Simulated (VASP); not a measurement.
Wanted: the native input for a VASP 6.6.1 run.

```
Task                   : single point
Functional             : PBE
Potentials or basis    : VASP PAW PBE potentials, release 64 (Cu)
Cutoff                 : 520 eV
k mesh                 : 14 × 14 × 14
Occupations            : fermi-dirac, width 0.1 eV
Spin                   : no spin polarisation
Dipole correction      : no
Further INCAR settings : ALGO = Normal; EDIFF = 1e-06; NBANDS = 12
```

The structure of Cu lies in POSCAR:

```
Cu
1.0
    0.0000000000      1.8075000000      1.8075000000
    1.8075000000      0.0000000000      1.8075000000
    1.8075000000      1.8075000000      0.0000000000
Cu
1
Direct
    0.0000000000      0.0000000000      0.0000000000
```

One way to write it, as run:

INCAR

```
ALGO = Normal
EDIFF = 1E-6
ENCUT = 520
GGA = PE
ISIF = 2
ISMEAR = -1
LASPH = T
LCHARG = F
LREAL = F
LWAVE = F
NBANDS = 12
NELM = 80
PREC = Accurate
SIGMA = 0.1
```

KPOINTS

```
k-points
0
Gamma
  14 14 14
```

Potentials or basis: VASP PAW PBE potentials, release 64 (Cu).

The run is started by

```console
$ cat potpaw_PBE.64/Cu/POTCAR > POTCAR
$ mpirun -np 1 vasp_std > vasp.out
```

Results of the run:

```yaml
Pressure: 2.4 GPa
```

It took 18 s on 1 thread of Intel Xeon 8259CL (shared host), peak memory 0.13 GiB.
